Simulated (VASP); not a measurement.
# H2 in VASP: single point with PBE+D3(BJ)

Aim: the single point of H2 with PBE+D3(BJ).

All numbers are computed with VASP 6.6.1; they aren't measurements. Logs are shortened: lines on timing, memory, paths and dates and some standing lists are left out, and cuts for length are marked.

### Step 1. The cell of the first run

The cell holds a molecule in a box, 2 atoms: a = 15.000 Å, b = 15.500 Å, c = 16.000 Å, α = 90.00°, β = 90.00°, γ = 90.00°.

### Step 2. Single point, PBE+D3(BJ)

Input file INCAR:

```
  ALGO = Normal
  EDIFF = 1E-6
  ENCUT = 520
  GGA = PE
  ISIF = 2
  ISMEAR = 0
  ISYM = 0
  IVDW = 12
  LASPH = True
  LCHARG = False
  LREAL = False
  LWAVE = False
  NBANDS = 8
  NELM = 80
  PREC = Accurate
  SIGMA = 0.005
```

Input file KPOINTS:

```
k-points
0
Gamma
  1 1 1
```

Input file POSCAR:

```
H
1.0
   15.0000000000      0.0000000000      0.0000000000
    0.0000000000     15.5000000000      0.0000000000
    0.0000000000      0.0000000000     16.0000000000
H
2
Direct
    0.4750446529      0.4989748958      0.5011920887
    0.5249553471      0.5010251042      0.4988079113
```

Potentials or basis: VASP PAW PBE potentials, release 64 (H).

Run with:

```
> cat potpaw_PBE.64/H/POTCAR > POTCAR
> mpirun -np 1 vasp_gam > vasp.out
```

OUTCAR:

```text
EDIFF = 1E-6
   ENCUT = 520
   GGA = PE
   ISIF = 2
   ISMEAR = 0
   ISYM = 0
   IVDW = 12
   LASPH = True
   LREAL = False
   NELM = 80
   PREC = Accurate
 IVDW          = 12

 ion  position               nearest neighbor table
   1  0.475  0.499  0.501-   2 0.75
   2  0.525  0.501  0.499-   1 0.75

IMPORTANT INFORMATION: All symmetrisations will be switched off!
NOSYMM: (Re-)initialisation of all symmetry stuff for point group C_1.

----------------------------------------------------------------------------------------

                                     Primitive cell

  volume of cell :    3720.0000

  direct lattice vectors                    reciprocal lattice vectors
    15.000000000  0.000000000  0.000000000     0.066666667  0.000000000  0.000000000
     0.000000000 15.500000000  0.000000000     0.000000000  0.064516129  0.000000000
     0.000000000  0.000000000 16.000000000     0.000000000  0.000000000  0.062500000

  length of vectors
    15.000000000 15.500000000 16.000000000     0.066666667  0.064516129  0.062500000

  position of ions in fractional coordinates (direct lattice)
     0.475044653  0.498974896  0.501192089
     0.524955347  0.501025104  0.498807911

  ion indices of the primitive-cell ions
   primitive index   ion index
                 1           1
                 2           2

----------------------------------------------------------------------------------------

 KPOINTS: k-points

Automatic generation of k-mesh.
 Grid dimensions read from file:
 generate k-points for:    1    1    1

 Generating k-lattice:

  Cartesian coordinates                     Fractional coordinates (reciprocal lattice)
     0.066666667  0.000000000  0.000000000     1.000000000  0.000000000  0.000000000
     0.000000000  0.064516129  0.000000000     0.000000000  1.000000000  0.000000000
     0.000000000  0.000000000  0.062500000     0.000000000  0.000000000  1.000000000

  Length of vectors
     0.066666667  0.064516129  0.062500000

  Shift w.r.t. Gamma in fractional coordinates (k-lattice)
     0.000000000  0.000000000  0.000000000

 Subroutine IBZKPT returns following result:
 ===========================================

 Found      1 irreducible k-points:

 Following reciprocal coordinates:
            Coordinates               Weight
  0.000000  0.000000  0.000000      1.000000
   k-points           NKPTS =      1   k-points in BZ     NKDIM =      1   number of bands    NBANDS=      8
   number of dos      NEDOS =    301   number of ions     NIONS =      2
   total plane-waves  NPLWV = ******
   dimension x,y,z NGX =   112 NGY =  120 NGZ =  120
   dimension x,y,z NGXF=   224 NGYF=  240 NGZF=  240
   ions per type =               2
   NGX,Y,Z   is equivalent  to a cutoff of  12.41, 12.87, 12.47 a.u.
   NGXF,Y,Z  is equivalent  to a cutoff of  24.83, 25.74, 24.94 a.u.
 SYSTEM =  unknown system
   PREC   = accura    normal or accurate (medium, high low for compatibility)
   ISTART =      0    job   : 0-new  1-cont  2-samecut
   ICHARG =      2    charge: 1-file 2-atom 10-const
   ISPIN  =      1    spin polarized calculation?
   LNONCOLLINEAR =      F non collinear calculations
   LSORBIT =      F    spin-orbit coupling
   LASPH  =      T    aspherical Exc in radial PAW
   ENCUT  =  520.0 eV  38.22 Ry    6.18 a.u.  27.89 28.82 29.75*2*pi/ulx,y,z
   NELM   =     80;   NELMIN=  2; NELMDL= -5     # of ELM steps
   EDIFF  = 0.1E-05   stopping-criterion for ELM
   LREAL  =      F    real-space projection
   EDIFFG = 0.1E-04   stopping-criterion for IOM
   NSW    =      0    number of steps for IOM
   IBRION =     -1    ionic relax: 0-MD 1-quasi-New 2-CG
   NFREE  =      0    steps in history (QN), initial steepest desc. (CG)
   ISIF   =      2    stress and relaxation
   ISYM   =      0    0-nonsym 1-usesym 2-fastsym
   POTIM  = 0.5000    time-step for ionic-motion
   TEBEG  =    0.0;   TEEND  =   0.0 temperature during run
   PSTRESS=    0.0 pullay stress
   NELECT =       2.0000    total number of electrons
   NUPDOWN=      -1.0000    fix difference up-down
   EMIN   =  10.00;   EMAX   =-10.00  energy-range for DOS
   EFERMI =   0.00;   METHOD = LEGACY
   ISMEAR =     0;   SIGMA  =   0.01  broadening in eV -4-tet -1-fermi 0-gaus
   EFERMI_NEDOS =   21; number of points for ismear=-14 and -15
   IALGO  =     38    algorithm
   IMIX   =      4    mixing-type and parameters
     AMIX     =   0.40;   BMIX     =  1.00
     AMIX_MAG =   1.60;   BMIX_MAG =  1.00
  volume/ion in A,a.u.               =    1860.00     12551.90
  Fermi-wavevector in a.u.,A,eV,Ry     =   0.133118  0.251557  0.241101  0.017720
  Thomas-Fermi vector in A             =   0.777987
   LORBIT       =      0    0 simple, 1 ext, 2 COOP (PROOUT), +10 PAW based schemes
   GGA     = PE    functional components
   LHFCALC =     F    Hartree Fock is set to
   AEXX    =    0.0000 exact exchange contribution
   IVDW    =    12    specifies the selected vdW correction
   LEPSILON=     F    determine dielectric tensor
   LRPA    =     F    only Hartree local field effects (RPA)
 non-spin polarized calculation
 Gauss-broadening in eV      SIGMA  =   0.01
  energy-cutoff  :      520.00
  volume of cell :     3720.00
 maximum number of plane-waves:     50071
 NGX is ok and might be reduce to   112
   NGX = 55   NGY = 57   NGZ = 59

 number of electron       2.0000001 magnetization

 Free energy of the ion-electron system (eV)
  ---------------------------------------------------
  ext. energy  EPLUGINS =         0.00000000
  ---------------------------------------------------
  free energy    TOTEN  =        -6.77239874 eV

  energy without entropy =       -6.77239874  energy(sigma->0) =       -6.77239874

 E-fermi : -10.3027     XC(G=0):  -0.1139

 val. band max:      -10.3273901264   @ k =   0.0000   0.0000   0.0000
 cond. band min:      -0.0704076704   @ k =   0.0000   0.0000   0.0000
 fundamental gap:     10.2569824561
 Fermi energy:       -10.3027167352

 k-point     1 :       0.0000    0.0000    0.0000
  band No.  band energies     occupation
      1     -10.3274      2.00000
      2      -0.0704      0.00000
      3       0.2121      0.00000
      4       0.4586      0.00000
      5       0.4706      0.00000
      6       0.4872      0.00000
      7       0.5892      0.00000
      8       0.6386      0.00000

------------------------ aborting loop because EDIFF is reached ----------------------------------------

 Edisp (eV)   -0.00251

 E8    (eV) :    -0.0005

  FORCE on cell =-STRESS in cart. coord.  units (eV):
  Direction    XX          YY          ZZ          XY          YZ          ZX
  --------------------------------------------------------------------------------------
  -------------------------------------------------------------------------------------
  Total      -0.04355    -0.02746    -0.02726    -0.00073     0.00002     0.00087
  in kB      -0.01876    -0.01183    -0.01174    -0.00031     0.00001     0.00037
  external pressure =       -0.01 kB  Pullay stress =        0.00 kB

 VOLUME and BASIS-vectors are now :
 -----------------------------------------------------------------------------
  energy-cutoff  :      520.00
  volume of cell :     3720.00
      direct lattice vectors                 reciprocal lattice vectors
    15.000000000  0.000000000  0.000000000     0.066666667  0.000000000  0.000000000
     0.000000000 15.500000000  0.000000000     0.000000000  0.064516129  0.000000000
     0.000000000  0.000000000 16.000000000     0.000000000  0.000000000  0.062500000

 POSITION                                       TOTAL-FORCE (eV/Angst)
 -----------------------------------------------------------------------------------
      7.12567      7.73411      8.01907         0.012017      0.000474     -0.000528
      7.87433      7.76589      7.98093        -0.012017     -0.000474      0.000528
 -----------------------------------------------------------------------------------
    total drift:                                0.000001      0.000000     -0.000000

  FREE ENERGIE OF THE ION-ELECTRON SYSTEM (eV)
  ---------------------------------------------------
  free  energy   TOTEN  =        -6.7749062259 eV

  energy  without entropy=       -6.7749062259  energy(sigma->0) =       -6.77490623
```

It took 3.7 min on 1 thread of AMD EPYC 7R43 (Zen 3), shared host; peak memory 2 GiB.

What came out:

```yaml
Free_energy: -6.7749 eV
Largest_force: 0.012 eV/Å
Gap_between_the_frontier_levels: 10.26 eV
Dispersion_energy_per_atom: -0.001 eV
```

Forces on the atoms (eV/Å):
```
H    0.012  0.000 -0.001
H   -0.012  0.000  0.001
```
